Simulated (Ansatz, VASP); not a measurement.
CdSe: VASP beside Ansatz

```xyz
2
Lattice="0.0000 3.1590 3.1590 3.1590 0.0000 3.1590 3.1590 3.1590 0.0000" Properties=species:S:1:pos:R:3 pbc="T T T"
Cd    0.0000    0.0000    0.0000
Se    1.5795    1.5795    1.5795
```

Alike in both runs: task single point; functional PBE; k mesh 6 × 6 × 6; no spin polarisation.

|  | VASP | Ansatz |
| --- | --- | --- |
| version | VASP 6.6.1 | Ansatz 0.2.0 |
| potentials or method | VASP PAW PBE potentials, release 64 (Cd, Se) | plane waves, PAW |
| plane-wave cutoff (eV) | 520 | 420 |
| occupations | gaussian, width 0.01 eV | fixed |
| valence electrons in the cell | 18 | 36 |

Ansatz gave:

| Property | Result |
| --- | --- |
| gap on the k mesh at the Fermi level (eV) | 0.37 |
| pressure (GPa) | -2.3 |

Q: Estimate VASP's values.

A: gap on the k mesh at the Fermi level (eV): 0.37; pressure (GPa): -2.1.

VASP's potentials hold 18 valence electrons a cell and Ansatz's 36, so a difference there can come from the potentials and not from the codes.
